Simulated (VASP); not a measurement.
TiRh: single point with LDA

TiRh:

```xyz
2
Lattice="2.9002 0.0000 0.0000 0.0000 2.9002 0.0000 0.0000 0.0000 3.3426" Properties=species:S:1:pos:R:3 pbc="T T T"
Ti    1.4501    1.4501    1.6713
Rh    0.0000    0.0000    0.0000
```

```json
{"Program": "VASP 6.6.1", "Task": "single point", "Functional": "LDA", "Potentials or basis": "VASP PAW LDA potentials, release 64 (Ti_sv, Rh_pv)", "Cutoff": "520 eV", "k mesh": "14 × 14 × 12", "Occupations": "gaussian, width 0.1 eV", "Spin": "no spin polarisation"}
```

```json
{
  "Pressure": "0.5 GPa"
}
```

Levels at points of the mesh, in eV from the Fermi level:
```
           k point  band 10  band 11  band 12  band 13  band 14  band 15  band 16  band 17
(0.00, 0.00, 0.00)    -5.44    -2.58    -2.58    -1.68     0.22     1.39     2.78     2.93
(0.50, 0.00, 0.00)    -3.30    -3.23    -2.49    -1.72    -1.02    -0.34     0.70     1.57
(0.50, 0.50, 0.00)    -4.54    -4.54    -0.26     0.93     1.81     1.81     2.32     3.15
(0.00, 0.00, 0.50)    -3.97    -2.27    -2.27    -1.42    -1.28    -0.60     0.94     0.94
(0.50, 0.00, 0.50)    -3.38    -3.22    -1.55     0.29     0.69     0.69     0.77     2.73
(0.50, 0.50, 0.50)    -4.00    -2.24    -1.60    -1.60    -1.09    -0.24     2.35     3.18
```

It took 2.3 min on 1 thread of AMD EPYC 7R43 64-Core Processor (Zen 3) (shared host), peak memory 0.21 GiB.
